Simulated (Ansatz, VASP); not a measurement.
## CdS: VASP beside Ansatz

```
Cd S
1.0
     0.00000    2.85696    2.85696
     2.85696    0.00000    2.85696
     2.85696    2.85696    0.00000
Cd S
1 1
Cartesian
  0.0000 0.0000 0.0000
  1.4285 1.4285 1.4285
```

Change from the starting cell: volume scaled by 0.94, ions relaxed.

Alike in both runs: task relaxation of the atoms; functional PBE; k mesh 13 × 13 × 13; occupations fermi-dirac, width 0.02 eV; no spin polarisation.

```csv
,VASP,Ansatz
version,VASP 6.6.1,Ansatz 0.2.0
potentials or method,"VASP PAW PBE potentials, release 64 (Cd, S)","plane-wave PAW, scalar-relativistic"
plane-wave cutoff (eV),520,420
valence electrons in the cell,18,26
```

Ansatz gave:

* gap on the k mesh at the Fermi level, each at its own relaxed structure (eV): 1.27

Problem. What did VASP give for the same quantities?

Solution. gap on the k mesh at the Fermi level, each at its own relaxed structure (eV): 1.28.

VASP's potentials hold 18 valence electrons a cell and Ansatz's 26, so a difference there can come from the potentials and not from the codes. Ansatz's warnings: stress scf threshold loose.

Noted on VASP's run: the relaxation stopped at its first step, so nothing moved.
